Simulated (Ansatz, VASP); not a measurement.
**SrTiO3 in VASP and in Ansatz**

File INCAR:

```
SYSTEM = SrTiO3
PREC = Accurate ; ENCUT = 520
EDIFF = 1E-8 ; ISMEAR = -1
SIGMA = 0.05 ; LREAL = .FALSE.
LASPH = .TRUE. ; NELM = 100
ALGO = Normal ; ISIF = 2
LWAVE = .FALSE. ; LCHARG = .FALSE.
GGA = PS ; LEFG = .TRUE.
NBANDS = 28
```

KPOINTS

```
Automatic mesh
0
G
  7 7 7
  0 0 0
```

File POSCAR:

```
SrTiO3
1.0
    3.9050000000      0.0000000000      0.0000000000
    0.0000000000      3.9050000000      0.0000000000
    0.0000000000      0.0000000000      3.9050000000
Sr Ti O
1 1 3
Direct
    0.0000000000      0.0000000000      0.0000000000
    0.5000000000      0.5000000000      0.5000000000
    0.0000000000      0.5000000000      0.5000000000
    0.5000000000      0.0000000000      0.5000000000
    0.5000000000      0.5000000000      0.0000000000
```

Input for Ansatz:

```yaml
crystal:
  lattice:
    - [3.905, 0.0, 0.0]
    - [0.0, 3.905, 0.0]
    - [0.0, 0.0, 3.905]
  atoms:
    - { symbol: Sr, position: [0.0, 0.0, 0.0] }
    - { symbol: Ti, position: [0.5, 0.5, 0.5] }
    - { symbol: O, position: [0.0, 0.5, 0.5] }
    - { symbol: O, position: [0.5, 0.0, 0.5] }
    - { symbol: O, position: [0.5, 0.5, 0.0] }
kpoints:
  mp_grid: { grid: [7, 7, 7] }
  band_path:
    path:
      - [0.0, 0.0, 0.0]
      - [0.0, 0.5, 0.0]
      - [0.5, 0.5, 0.0]
      - [0.0, 0.0, 0.0]
      - [0.5, 0.5, 0.5]
      - [0.0, 0.5, 0.0]
      - [0.5, 0.5, 0.5]
      - [0.5, 0.5, 0.0]
    npoints: 8
scf:
  occupations: { method: fermi_dirac, width: 0.05 }
hamiltonian:
  xc: pbesol
  pseudopotentials: { kind: all_electron, datasets: crystal }
output:
  forces: true
  stress: true
  eigenvalues: true
  efg: { contact_densities: true }
```

Alike in both runs: task electric field gradients; functional PBEsol; k mesh 7 × 7 × 7; occupations fermi-dirac, width 0.05 eV; no spin polarisation.

|  | VASP | Ansatz |
| --- | --- | --- |
| version | VASP 6.6.1 | Ansatz 0.2.0 |
| potentials or method | VASP PAW PBE potentials, release 64 (Sr_sv, Ti_sv, O), cutoff 520 eV | all-electron PAW with datasets made for the crystal, scalar-relativistic |

|  | VASP | Ansatz | Ansatz less VASP |
| --- | --- | --- | --- |
| gap on the k mesh at the Fermi level (eV) | 1.87 | 1.89 | +0.027 |
| pressure (GPa) | -1.3 | -2.0 | -0.68 |
| size of Vzz on the site where it differs most (V/Å²) | 9.4 | 10.2 | +0.84 |

VASP's potentials were made for PBE, not for PBEsol. Ansatz ran all-electron here, and VASP with PAW potentials.
